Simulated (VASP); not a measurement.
# SnO3 (Fm-3m) in VASP: further runs

SnO3 is run at these levels: PBE; tasks: single point, relaxation of cell and atoms.

Program: VASP 6.6.1. These are calculated values, not measurements. Logs are shortened: lines on timing, memory, paths and dates and some standing lists are left out, and cuts for length are marked.

## 1. The cell of the first run

The structure is cubic, space group Fm-3m (No. 225). The conventional cell has a = 5.394 Å, b = 5.394 Å, c = 5.394 Å, α = 90.00°, β = 90.00°, γ = 90.00°. Within 3.1 Å of Sn (site symmetry m-3m) lie 14 O at 2.34 to 2.70 Å. Within 3.1 Å of O (site symmetry m-3m) lie 8 O at 2.34 Å and 6 Sn at 2.70 Å. O (site symmetry -43m) has 4 Sn at 2.34 Å and 10 O at 2.34 to 2.70 Å within 3.1 Å.

## 2. Single point, PBE

INCAR

```
SYSTEM = SnO3
ALGO     = Normal         ! electronic algorithm
EDIFF    = 1E-6           ! SCF threshold, eV
ENCUT    = 600            ! plane-wave cutoff, eV
GGA      = PE             ! functional
GGA_COMPAT= .FALSE.      
ISIF     = 2              ! what is computed and relaxed
ISMEAR   = -1             ! smearing method
LASPH    = .TRUE.         ! aspherical terms in the spheres
LCHARG   = .FALSE.        ! write CHGCAR
LREAL    = .FALSE.        ! projectors in reciprocal space
LWAVE    = .FALSE.        ! write WAVECAR
NBANDS   = 24             ! bands
NELM     = 120            ! most SCF steps
PREC     = Accurate       ! precision mode
SIGMA    = 0.02           ! smearing width, eV
```

KPOINTS

```
k-points
0
G
  7 7 7
  0 0 0
```

POSCAR

```
SnO3
1.0
    0.0000000000      2.6968575529      2.6968575529
    2.6968575529      0.0000000000      2.6968575529
    2.6968575529      2.6968575529      0.0000000000
Sn O
1 3
Direct
    0.0000000000      0.0000000000      0.0000000000
    0.5000000000      0.5000000000      0.5000000000
    0.2500000000      0.2500000000      0.2500000000
    0.7500000000      0.7500000000      0.7500000000
```

Potentials or basis: VASP PAW PBE potentials, release 64 (Sn_d, O).

Command:

```sh
cat potpaw_PBE.64/Sn_d/POTCAR potpaw_PBE.64/O/POTCAR > POTCAR
mpirun -np 1 vasp_std > vasp.out
```

OUTCAR:

```text
SYSTEM = SnO3
   EDIFF = 1E-6
   ENCUT = 600
   GGA = PE
   ISIF = 2
   ISMEAR = -1
   LASPH = .TRUE.
   LREAL = .FALSE.
   NELM = 120
   PREC = Accurate

 ion  position               nearest neighbor table
   1  0.000  0.000  0.000-   4 2.34   4 2.34   4 2.34   3 2.34   4 2.34   3 2.34   3 2.34   3 2.34
                             2 2.70   2 2.70   2 2.70   2 2.70   2 2.70   2 2.70
   2  0.500  0.500  0.500-   1 2.70   1 2.70   1 2.70   1 2.70   1 2.70   1 2.70
   3  0.250  0.250  0.250-   1 2.34   1 2.34   1 2.34   1 2.34
   4  0.750  0.750  0.750-   1 2.34   1 2.34   1 2.34   1 2.34

  LATTYP: Found a face centered cubic cell.
 ALAT       =     5.3937151058

  Lattice vectors:

 A1 = (   0.0000000000,   2.6968575529,   2.6968575529)
 A2 = (   2.6968575529,   0.0000000000,   2.6968575529)
 A3 = (   2.6968575529,   2.6968575529,   0.0000000000)

Analysis of symmetry for initial positions (statically):
=====================================================================
 Subroutine PRICEL returns:
 Original cell was already a primitive cell.

 Routine SETGRP: Setting up the symmetry group for a
 face centered cubic supercell.

 Subroutine GETGRP returns: Found 48 space group operations
 (whereof 48 operations were pure point group operations)
 out of a pool of 48 trial point group operations.

The static configuration has the point symmetry O_h .

Analysis of symmetry for dynamics (positions and initial velocities):
=====================================================================
 Subroutine PRICEL returns:
 Original cell was already a primitive cell.

 Routine SETGRP: Setting up the symmetry group for a
 face centered cubic supercell.

 Subroutine GETGRP returns: Found 48 space group operations
 (whereof 48 operations were pure point group operations)
 out of a pool of 48 trial point group operations.

The dynamic configuration has the point symmetry O_h .

 Subroutine INISYM returns: Found 48 space group operations
 (whereof 48 operations are pure point group operations),
 and found     1 'primitive' translations

----------------------------------------------------------------------------------------

                                     Primitive cell

  volume of cell :      39.2287

  direct lattice vectors                    reciprocal lattice vectors
     0.000000000  2.696857553  2.696857553    -0.185400968  0.185400968  0.185400968
     2.696857553  0.000000000  2.696857553     0.185400968 -0.185400968  0.185400968
     2.696857553  2.696857553  0.000000000     0.185400968  0.185400968 -0.185400968

  length of vectors
     3.813932527  3.813932527  3.813932527     0.321123896  0.321123896  0.321123896

  position of ions in fractional coordinates (direct lattice)
     0.000000000  0.000000000  0.000000000
     0.500000000  0.500000000  0.500000000
     0.250000000  0.250000000  0.250000000
     0.750000000  0.750000000  0.750000000

  ion indices of the primitive-cell ions
   primitive index   ion index
                 1           1
                 2           2
                 3           3
                 4           4

----------------------------------------------------------------------------------------

 KPOINTS: k-points

Automatic generation of k-mesh.
 Grid dimensions read from file:
 generate k-points for:    7    7    7

 Generating k-lattice:

  Cartesian coordinates                     Fractional coordinates (reciprocal lattice)
    -0.026485853  0.026485853  0.026485853     0.142857143  0.000000000  0.000000000
     0.026485853 -0.026485853  0.026485853     0.000000000  0.142857143  0.000000000
     0.026485853  0.026485853 -0.026485853     0.000000000  0.000000000  0.142857143

  Length of vectors
     0.045874842  0.045874842  0.045874842

  Shift w.r.t. Gamma in fractional coordinates (k-lattice)
     0.000000000  0.000000000  0.000000000

 Subroutine IBZKPT returns following result:
 ===========================================

 Found     20 irreducible k-points:

 Following reciprocal coordinates:
            Coordinates               Weight
  0.000000  0.000000  0.000000      1.000000
  0.142857  0.000000  0.000000      8.000000
  0.285714  0.000000  0.000000      8.000000
  0.428571  0.000000  0.000000      8.000000
  0.142857  0.142857  0.000000      6.000000
  0.285714  0.142857  0.000000     24.000000
[... 12 lines left out ...]
 -0.428571  0.428571  0.142857     24.000000
 -0.285714  0.428571  0.142857     24.000000
   k-points           NKPTS =     20   k-points in BZ     NKDIM =     20   number of bands    NBANDS=     24
   number of dos      NEDOS =    301   number of ions     NIONS =      4
   total plane-waves  NPLWV =  27000
   dimension x,y,z NGX =    30 NGY =   30 NGZ =   30
   dimension x,y,z NGXF=    60 NGYF=   60 NGZF=   60
   ions per type =               1   3
   NGX,Y,Z   is equivalent  to a cutoff of  13.08, 13.08, 13.08 a.u.
   NGXF,Y,Z  is equivalent  to a cutoff of  26.15, 26.15, 26.15 a.u.
 SYSTEM =  SnO3
   PREC   = accura    normal or accurate (medium, high low for compatibility)
   ISTART =      0    job   : 0-new  1-cont  2-samecut
   ICHARG =      2    charge: 1-file 2-atom 10-const
   ISPIN  =      1    spin polarized calculation?
   LNONCOLLINEAR =      F non collinear calculations
   LSORBIT =      F    spin-orbit coupling
   LASPH  =      T    aspherical Exc in radial PAW
   ENCUT  =  600.0 eV  44.10 Ry    6.64 a.u.   7.62  7.62  7.62*2*pi/ulx,y,z
   NELM   =    120;   NELMIN=  2; NELMDL= -5     # of ELM steps
   EDIFF  = 0.1E-05   stopping-criterion for ELM
   LREAL  =      F    real-space projection
   EDIFFG = 0.1E-04   stopping-criterion for IOM
   NSW    =      0    number of steps for IOM
   IBRION =     -1    ionic relax: 0-MD 1-quasi-New 2-CG
   NFREE  =      0    steps in history (QN), initial steepest desc. (CG)
   ISIF   =      2    stress and relaxation
   ISYM   =      2    0-nonsym 1-usesym 2-fastsym
   POTIM  = 0.5000    time-step for ionic-motion
   TEBEG  =    0.0;   TEEND  =   0.0 temperature during run
   PSTRESS=    0.0 pullay stress
   NELECT =      32.0000    total number of electrons
   NUPDOWN=      -1.0000    fix difference up-down
   EMIN   =  10.00;   EMAX   =-10.00  energy-range for DOS
   EFERMI =   0.00;   METHOD = LEGACY
   ISMEAR =    -1;   SIGMA  =   0.02  broadening in eV -4-tet -1-fermi 0-gaus
   EFERMI_NEDOS =   21; number of points for ismear=-14 and -15
   IALGO  =     38    algorithm
   IMIX   =      4    mixing-type and parameters
     AMIX     =   0.40;   BMIX     =  1.00
     AMIX_MAG =   1.60;   BMIX_MAG =  1.00
  volume/ion in A,a.u.               =       9.81        66.18
  Fermi-wavevector in a.u.,A,eV,Ry     =   1.529643  2.890607 31.835026  2.339808
  Thomas-Fermi vector in A             =   2.637236
   LORBIT       =      0    0 simple, 1 ext, 2 COOP (PROOUT), +10 PAW based schemes
   GGA     = PE    functional components
   LHFCALC =     F    Hartree Fock is set to
   AEXX    =    0.0000 exact exchange contribution
   IVDW    =     0    specifies the selected vdW correction
   LEPSILON=     F    determine dielectric tensor
   LRPA    =     F    only Hartree local field effects (RPA)
 non-spin polarized calculation
  energy-cutoff  :      600.00
  volume of cell :       39.23
 maximum number of plane-waves:      1363
   NGX = 15   NGY = 15   NGZ = 15

 number of electron      31.9999996 magnetization

 Free energy of the ion-electron system (eV)
  ---------------------------------------------------
  ext. energy  EPLUGINS =         0.00000000
  ---------------------------------------------------
  free energy    TOTEN  =       -18.42606171 eV

  energy without entropy =      -18.41688360  energy(sigma->0) =      -18.42147265

 E-fermi :   7.3572     XC(G=0): -12.4140

 val. band max:        7.3565111541   @ k =  -0.2857   0.4286   0.1429
 cond. band min:       7.3775382904   @ k =  -0.4286   0.1429   0.0000
 fundamental gap:      0.0210271363
 Fermi energy:         7.3572062295

 k-point     1 :       0.0000    0.0000    0.0000
  band No.  band energies     occupation
      1     -13.5581      2.00000
      2     -13.5581      2.00000
      3     -13.5581      2.00000
      4     -13.4808      2.00000
      5     -13.4808      2.00000
      6     -12.6670      2.00000
[... 16 lines left out ...]
     23      20.4446      0.00000
     24      27.0535      0.00000

 k-point     2 :       0.1429    0.0000    0.0000
  band No.  band energies     occupation
      1     -13.5993      2.00000
      2     -13.5506      2.00000
      3     -13.5506      2.00000
      4     -13.4818      2.00000
      5     -13.4818      2.00000
      6     -12.4721      2.00000
[... 16 lines left out ...]
     23      21.1764      0.00000
     24      26.6480      0.00000

 k-point     3 :       0.2857    0.0000    0.0000
  band No.  band energies     occupation
      1     -13.7013      2.00000
      2     -13.5397      2.00000
      3     -13.5397      2.00000
      4     -13.4781      2.00000
      5     -13.4781      2.00000
      6     -11.9009      2.00000
[... 16 lines left out ...]
     23      22.8394      0.00000
     24      25.9547      0.00000

 k-point     4 :       0.4286    0.0000    0.0000
  band No.  band energies     occupation
      1     -13.7838      2.00000
      2     -13.5381      2.00000
      3     -13.5381      2.00000
      4     -13.4679      2.00000
      5     -13.4679      2.00000
      6     -11.1392      2.00000
[... 16 lines left out ...]
     23      24.5533      0.00000
     24      26.0045      0.00000

 k-point     5 :       0.1429    0.1429    0.0000
  band No.  band energies     occupation
      1     -13.6166      2.00000
      2     -13.5432      2.00000
      3     -13.5432      2.00000
      4     -13.4935      2.00000
      5     -13.4763      2.00000
      6     -12.4115      2.00000
[... 343 lines left out ...]
 k-point    18 :      -0.4286    0.2857    0.1429
  band No.  band energies     occupation
      1     -13.7319      2.00000
      2     -13.6214      2.00000
      3     -13.5323      2.00000
      4     -13.5032      2.00000
      5     -13.4724      2.00000
      6     -10.6616      2.00000
[... 16 lines left out ...]
     23      24.2538      0.00000
     24      24.7038      0.00000

 k-point    19 :      -0.4286    0.4286    0.1429
  band No.  band energies     occupation
      1     -13.7922      2.00000
      2     -13.5683      2.00000
      3     -13.5674      2.00000
      4     -13.4801      2.00000
      5     -13.4671      2.00000
      6     -10.5134      2.00000
[... 16 lines left out ...]
     23      23.2590      0.00000
     24      23.7379      0.00000

 k-point    20 :      -0.2857    0.4286    0.1429
  band No.  band energies     occupation
      1     -13.7275      2.00000
      2     -13.6537      2.00000
      3     -13.5562      2.00000
      4     -13.4809      2.00000
      5     -13.4754      2.00000
      6      -9.9480      2.00000
[... 16 lines left out ...]
     23      23.9480      0.00000
     24      24.1183      0.00000

------------------------ aborting loop because EDIFF is reached ----------------------------------------

  FORCE on cell =-STRESS in cart. coord.  units (eV):
  Direction    XX          YY          ZZ          XY          YZ          ZX
  --------------------------------------------------------------------------------------
  -------------------------------------------------------------------------------------
  Total        0.0252224      0.0252224      0.0252224      0.0000000      0.0000000     -0.0000000
  in kB        1.0301328      1.0301328      1.0301328      0.0000000      0.0000000     -0.0000000
  external PRESSURE =       1.0301328 kB  Pullay stress =       0.0000000 kB

 VOLUME and BASIS-vectors are now :
 -----------------------------------------------------------------------------
  energy-cutoff  :      600.00
  volume of cell :       39.23
      direct lattice vectors                 reciprocal lattice vectors
     0.000000000  2.696857553  2.696857553    -0.185400968  0.185400968  0.185400968
     2.696857553  0.000000000  2.696857553     0.185400968 -0.185400968  0.185400968
     2.696857553  2.696857553  0.000000000     0.185400968  0.185400968 -0.185400968

 POSITION                                       TOTAL-FORCE (eV/Angst)
 -----------------------------------------------------------------------------------
      0.00000      0.00000      0.00000        -0.000000      0.000000     -0.000000
      2.69686      2.69686      2.69686        -0.000000      0.000000     -0.000000
      1.34843      1.34843      1.34843         0.000000     -0.000000     -0.000000
      4.04529      4.04529      4.04529         0.000000      0.000000      0.000000
 -----------------------------------------------------------------------------------
    total drift:                                0.000000     -0.000000     -0.000000

  FREE ENERGIE OF THE ION-ELECTRON SYSTEM (eV)
  ---------------------------------------------------
  free  energy   TOTEN  =       -18.4260617050 eV

  energy  without entropy=      -18.4168835956  energy(sigma->0) =      -18.42147265
```

Run time: 27 s. Hardware: 1 thread of Intel Xeon Platinum 8259CL at 2.50GHz (Skylake/Cascade Lake), shared host; peak memory 0.18 GiB.

What came out:

```yaml
Free_energy: -18.4261 eV
Pressure: 0.1 GPa
Band_gap_on_the_k_mesh: zero (bands 16 and 17 overlap by 1.43 eV)
```

Levels at points of the mesh, in eV from the Fermi level:
```tsv
k point	band 14	band 15	band 16	band 17	band 18	band 19
(0.00, 0.00, 0.00)	-2.97	-1.19	-1.19	-1.19	-1.09	8.41
```

Caveat: spin-orbit coupling is left out, which moves the levels of the heavy elements.

## 3. Relaxation of cell and atoms, PBE

This run uses another cell than the first one, of 11.70 Å³/atom.

INCAR

```
SYSTEM = SnO3
  PREC = Accurate
  ENCUT = 600
  EDIFF = 1E-7
  ISMEAR = -1
  SIGMA = 0.02
  LREAL = .False.
  LASPH = .True.
  NELM = 120
  ALGO = Normal
  ISIF = 3
  LWAVE = .False.
  LCHARG = .False.
  GGA = PE
  IBRION = 2
  NSW = 80
  EDIFFG = -0.02
  GGA_COMPAT = .False.
  NELMIN = 4
```

KPOINTS

```
regular mesh
0
Gamma
  7 7 7
  0 0 0
```

POSCAR

```
SnO3
1.0
    0.0000000000      2.8600000000      2.8600000000
    2.8600000000      0.0000000000      2.8600000000
    2.8600000000      2.8600000000      0.0000000000
Sn O
1 3
Direct
    0.0000000000      0.0000000000      0.0000000000
    0.5000000000      0.5000000000      0.5000000000
    0.2500000000      0.2500000000      0.2500000000
    0.7500000000      0.7500000000      0.7500000000
```

Potentials or basis: VASP PAW PBE potentials, release 64 (Sn_d, O).

Command:

```sh
cat potpaw_PBE.64/Sn_d/POTCAR potpaw_PBE.64/O/POTCAR > POTCAR
mpirun -np 1 vasp_std > vasp.out
```

Wall time 62 s (1 thread of Intel Xeon Platinum 8259CL at 2.50GHz (Skylake/Cascade Lake), shared host); peak memory 0.19 GiB.

It converged, with:

* Free energy: -18.4482 eV
* Relaxed volume: 9.80 Å³/atom
* Relaxed cell: a = 3.813 Å, b = 3.813 Å, c = 3.813 Å, α = 60.00°, β = 60.00°, γ = 60.00°
* Space group after relaxing (to 0.1 Å): Fm-3m (No. 225)
* Energy gained by relaxing: 135.2 meV/atom
* Ionic steps: 3
* Pressure after relaxing: 0.0 GPa
* Band gap on the k mesh: zero (bands 16 and 17 overlap by 1.43 eV)

The path:
```
step  energy change (eV)  largest force (eV/Å)  pressure (GPa)  volume (Å³)
   1              0.0000                0.0000          -19.11        46.79
   2             -0.5178                0.0000            6.05        37.96
   3             -0.5410                0.0000            0.05        39.21
```

Final structure:
```xyz
4
Lattice="0.0000 2.6965 2.6965 2.6965 0.0000 2.6965 2.6965 2.6965 0.0000" Properties=species:S:1:pos:R:3 pbc="T T T"
Sn    0.0000    0.0000    0.0000
O     2.6965    2.6965    2.6965
O     1.3482    1.3482    1.3482
O     4.0447    4.0447    4.0447
```

Levels at points of the mesh, in eV from the Fermi level:
| k point | band 13 | band 14 | band 15 | band 16 | band 17 | band 18 | band 19 | band 20 |
| --- | --- | --- | --- | --- | --- | --- | --- | --- |
| (0.00, 0.00, 0.00) | -2.97 | -2.97 | -1.19 | -1.19 | -1.19 | -1.09 | 8.41 | 8.41 |

Caveat: the volume moved by over 15 % at a fixed basis, so the end points are rough; spin-orbit coupling is left out, which moves the levels of the heavy elements.
